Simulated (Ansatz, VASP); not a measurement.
Two plane-wave programs on NiO

```
Ni O
1.0
     0.00000    2.10062   -2.10062
     0.00000    2.10062    2.10062
     4.20006    0.00000    0.00000
Ni O
2 2
Direct
  0.00000 0.00000 0.00000
  0.50000 0.50000 0.50000
  0.00000 0.00000 0.50000
  0.50000 0.50000 0.00000
```

Alike in both runs: functional PBEsol; k mesh 10 × 10 × 8; occupations gaussian, width 0.02 eV; collinear spin; Hubbard terms Ni d U = 6.2 eV.

Ansatz relaxed the structure, and its values are those at the end. VASP's run is a single point on that final structure, the one shown.

|  | VASP | Ansatz |
| --- | --- | --- |
| version | VASP 6.6.1 | Ansatz 0.2.0 |
| potentials or method | VASP PAW PBE potentials, release 64 (Ni, O), cutoff 600 eV | scalar-relativistic, plane waves, PAW |
| valence electrons in the cell | 32 | 48 |

VASP gave:

| Property | Result |
| --- | --- |
| gap on the k mesh at the Fermi level (eV) | 2.43 |
| least direct gap on the mesh (eV) | 3.02 |
| pressure (GPa) | -10.5 |
| net moment per atom (μB) | 0.00 |
| size of the moment on the site where the two differ most (μB) | 1.83 |

Task: Which values does Ansatz return?

Result: gap on the k mesh at the Fermi level (eV): 2.12; least direct gap on the mesh (eV): 2.71; pressure (GPa): 0.0; net moment per atom (μB): 0.00; size of the moment on the site where the two differ most (μB): 1.72.

VASP's potentials were made for PBE, not for PBEsol. Site moments also hang on the region over which each program counts them. The programs project onto different local orbitals, so the same U acts differently, and such runs can settle in different states. VASP's potentials hold 32 valence electrons a cell and Ansatz's 48, so a difference there can come from the potentials and not from the codes.
